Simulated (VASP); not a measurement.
FeO, 4 atoms in the cell. Symmetry: Fm-3m, No. 225, cubic system. The conventional cell has a = 4.405 Å, b = 4.405 Å, c = 4.405 Å, α = 90.00°, β = 90.00°, γ = 90.00°. Fe (site symmetry m-3m) has 6 O at 2.20 Å within 2.9 Å. Within 2.9 Å of O (site symmetry m-3m) lie 6 Fe at 2.20 Å. 

| Quantity | Value |
| --- | --- |
| Program | VASP 6.6.1 |
| Task | single point |
| Functional | PBE |
| Potentials or basis | VASP PAW PBE potentials, release 64 (Fe, O) |
| Cutoff | 600 eV |
| k mesh | 8 × 8 × 8 |
| Occupations | gaussian, width 0.05 eV |
| Spin | collinear spin, ferromagnetic start |
| Starting moments | [4.0, 4.0, 0.0, 0.0] μB |
| Hubbard terms | Fe d U = 4.0 eV |
| Dipole correction | no |
| Further INCAR settings | ALGO = Normal; EDIFF = 1e-06; NBANDS = 26 |

Potentials or basis: VASP PAW PBE potentials, release 64 (Fe, O).

Launch:

```sh
$ cat potpaw_PBE.64/Fe/POTCAR potpaw_PBE.64/O/POTCAR > POTCAR
$ mpirun -np 1 vasp_std > vasp.out
```

Hardware: 1 thread of Intel Xeon 8259CL (shared host).

Estimate the wall time of this run.

It took 21 min on 1 thread of Intel Xeon 8259CL, on a shared host, peak memory 0.48 GiB. Counts: scf iterations 18, k points 65.
